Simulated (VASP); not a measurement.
Here is a VASP 6.6.1 calculation.

Contents of INCAR:

```
SYSTEM = Br
PREC = Accurate
ENCUT = 520
EDIFF = 1E-7
ISMEAR = -1
SIGMA = 0.05
LREAL = .False.
LASPH = .True.
NELM = 60
ALGO = Normal
ISIF = 2
LWAVE = .False.
LCHARG = .True.
GGA = PE
LELF = .True.
LVHAR = .True.
NBANDS = 22
```

Contents of KPOINTS:

```
Automatic mesh
0
Gamma
  7 7 3
  0 0 0
```

Contents of POSCAR:

```
Br
1.0
    3.4075083649     -2.3531133733      0.0000000000
    3.4075083649      2.3531133733      0.0000000000
    0.0000000000      0.0000000000      8.8168170799
Br
4
Direct
    0.3651000000      0.6349000000      0.3901000000
    0.1349000000      0.8651000000      0.8901000000
    0.6349000000      0.3651000000      0.6099000000
    0.8651000000      0.1349000000      0.1099000000
```

Potentials or basis: VASP PAW PBE potentials, release 64 (Br).

Launch:

```bash
$ cat potpaw_PBE.64/Br/POTCAR > POTCAR
$ mpirun -np 1 vasp_std > vasp.out
```

(1) What does it give for the largest force?

(2) Predict the pressure.

(3) What does it give for the band gap on the k mesh?

Answers

(1) 0.453 eV/Å.

(2) 0.7 GPa.

(3) 1.78 eV (least direct gap 1.80 eV).

Caveat: this functional lacks dispersion, which holds the molecules together, so the pressure and a relaxed volume are unreliable.
